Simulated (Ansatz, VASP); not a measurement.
## Two plane-wave programs on HfN

The input INCAR:

```
SYSTEM = HfN
  PREC = Accurate
  ENCUT = 520
  EDIFF = 1E-7
  ISMEAR = 0
  SIGMA = 0.15
  LREAL = .FALSE.
  LASPH = .TRUE.
  NELM = 100
  ALGO = Normal
  ISIF = 2
  LWAVE = .FALSE.
  LCHARG = .FALSE.
  NBANDS = 14
```

KPOINTS

```
regular mesh
0
G
  16 16 16
  0 0 0
```

The input POSCAR:

```
HfN
1.0
    0.0000000000      2.5161925500      2.4548220000
    2.5161925500      0.0000000000      2.4548220000
    2.5161925500      2.5161925500      0.0000000000
Hf N
1 1
Direct
    0.0000000000      0.0000000000      0.0000000000
    0.7500000000      0.7500000000      0.7500000000
```

Input for Ansatz:

```yaml
crystal:
  lattice:
    - [0.0, 2.51619255, 2.454822]
    - [2.51619255, 0.0, 2.454822]
    - [2.51619255, 2.51619255, 0.0]
  atoms:
    - { symbol: Hf, position: [0.0, 0.0, 0.0] }
    - { symbol: "N", position: [0.75, 0.75, 0.75] }
basis:
  ecutwfc: 420
kpoints:
  mp_grid: { grid: [16, 16, 16] }
hamiltonian:
  xc: lda
scf:
  occupations: { method: gaussian, width: 0.15 }
output:
  forces: true
  stress: true
  eigenvalues: true
  write_density: true
  write_potential: true
  elf: true
  volumetric_format: npy
```

Change from the starting cell: strain +0.025 along x and y, +0.000 along z, atoms carried along.

Alike in both runs: task single point; functional LDA; k mesh 16 × 16 × 16; occupations gaussian, width 0.15 eV; no spin polarisation.

```csv
,VASP,Ansatz
version,VASP 6.6.1,Ansatz 0.2.0
potentials or method,"VASP PAW LDA potentials, release 64 (Hf_pv, N), cutoff 520 eV","scalar-relativistic, plane waves, PAW"
valence electrons in the cell,15,31
```

Ansatz gave:

```
gap on the k mesh at the Fermi level (eV)                     : none
pressure (GPa)                                                : -17.4
traceless stress, the component that is largest in VASP (GPa) : 2.47
```

Q: Which values does VASP return?

A: gap on the k mesh at the Fermi level (eV): none; pressure (GPa): -17.8; traceless stress, the component that is largest in VASP (GPa): 2.46.

LDA's correlation is that of Perdew and Zunger in VASP and of Perdew and Wang (1992) in Ansatz. A gap of «none» marks a metal or a gap that the smearing closes. VASP's potentials hold 15 valence electrons a cell and Ansatz's 31, so a difference there can come from the potentials and not from the codes.

Spin-orbit coupling is off throughout.
